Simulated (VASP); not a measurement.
Crystal: Se.

```
Se
1.0
     5.57397    0.00000    0.00000
    -2.78698    4.82720    0.00000
     0.00000    0.00000    3.41708
Se
3
Direct
  0.00000 0.00000 0.00000
  0.33333 0.66667 0.50000
  0.66667 0.33333 0.50000
```

This isn't the form of Se at room conditions, which is trigonal, of chains.

* Program: VASP 6.6.1
* Task: relaxation of cell and atoms
* Functional: PBEsol
* Potentials or basis: VASP PAW PBE potentials, release 64 (Se)
* Cutoff: 600 eV
* k mesh: 6 × 6 × 6
* Occupations: gaussian, width 0.1 eV
* Spin: no spin polarisation

At the start: pressure -12.8 GPa; volume 30.65 Å³/atom.

Q: How do energy, volume and symmetry change on relaxing?

A: Over 27 steps the energy falls by 814.9 meV/atom and the volume is 24.97 Å³/atom (-18.5 %); space group P6/mmm (No. 191, to 0.1 Å) before and after.

The path:
```tsv
step	energy change (eV)	largest force (eV/Å)	pressure (GPa)	volume (Å³)
1	0.0000	0.0000	-12.76	91.94
2	-1.9809	0.0000	-5.12	63.15
3	-2.0562	0.0000	-0.42	58.99
4	-2.0562	0.0000	0.38	58.42
5	-2.0753	0.0000	0.54	58.22
6	-2.1314	0.0000	1.68	57.50
7	-2.0509	0.0000	8.07	55.57
8	-2.0535	0.0000	8.13	55.61
9	-2.0602	0.0000	8.37	55.70
10	-2.0826	0.0000	9.04	55.87
11	-2.1193	0.0000	10.95	56.17
12	-2.1438	0.0000	10.50	56.68
13	-2.1870	0.0000	9.71	58.20
14	-2.2141	0.0000	9.43	61.24
15	-2.3055	0.0000	6.25	62.94
16	-2.3889	0.0000	0.86	66.58
17	-2.3904	0.0000	0.23	67.10
18	-2.3904	0.0000	0.08	67.22
19	-2.3918	0.0000	0.05	67.41
20	-2.3958	0.0000	0.04	67.99
21	-2.4040	0.0000	0.05	69.15
22	-2.4243	0.0000	0.16	71.49
23	-2.4381	0.0000	0.53	76.23
24	-2.4445	0.0000	0.29	74.37
25	-2.4445	0.0000	0.30	74.52
26	-2.4426	0.0000	-0.74	76.02
27	-2.4448	0.0000	0.01	74.92
```

Final structure:
```
Se
1.0
     6.02159    0.00000    0.00000
    -3.01080    5.21485    0.00000
     0.00000    0.00000    2.38594
Se
3
Direct
  0.00000 0.00000 0.00000
  0.33333 0.66667 0.50000
  0.66667 0.33333 0.50000
```

Caveat: the volume moved by over 15 % at a fixed basis, so the end points are rough; the PAW data sets were made with another functional, which shifts forces and pressure a little.
